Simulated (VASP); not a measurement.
Crystal: TlWF6.

```
Tl W F
1.0
     0.00000    4.43700    4.43700
     4.43700    0.00000    4.43700
     4.43700    4.43700    0.00000
Tl W F
1 1 6
Direct
  0.50000 0.50000 0.50000
  0.00000 0.00000 0.00000
  0.75000 0.25000 0.25000
  0.25000 0.75000 0.75000
  0.25000 0.75000 0.25000
  0.75000 0.25000 0.75000
  0.25000 0.25000 0.75000
  0.75000 0.75000 0.25000
```

Base run:

| Property | Result |
| --- | --- |
| Program | VASP 6.6.1 |
| Functional | PBE |
| Potentials or basis | VASP PAW PBE potentials, release 64 (Tl_d, W_sv, F) |
| Cutoff | 520 eV |
| k mesh | 4 × 4 × 4 |
| Occupations | gaussian, width 0.1 eV |
| Spin | no spin polarisation |

Its results: pressure -5.8 GPa.

Problem. The run is repeated on the same cell with these changes: spin from no spin polarisation to collinear spin; further incar settings from ALGO = Normal; EDIFF = 1e-06; NBANDS = 44 to ALGO = Normal; EDIFF = 1e-07; NBANDS = 48. What comes out?

Solution. Pressure -6.7 GPa; net moment 2.88 μB per cell; site moments Tl +0.20; W +2.11; F +0.03 μB.

Caveats: the cell stands under tension; an odd number of electrons without spin polarisation forces a metal (at least some runs); a magnetic or distorted state may lie lower (at least some runs).
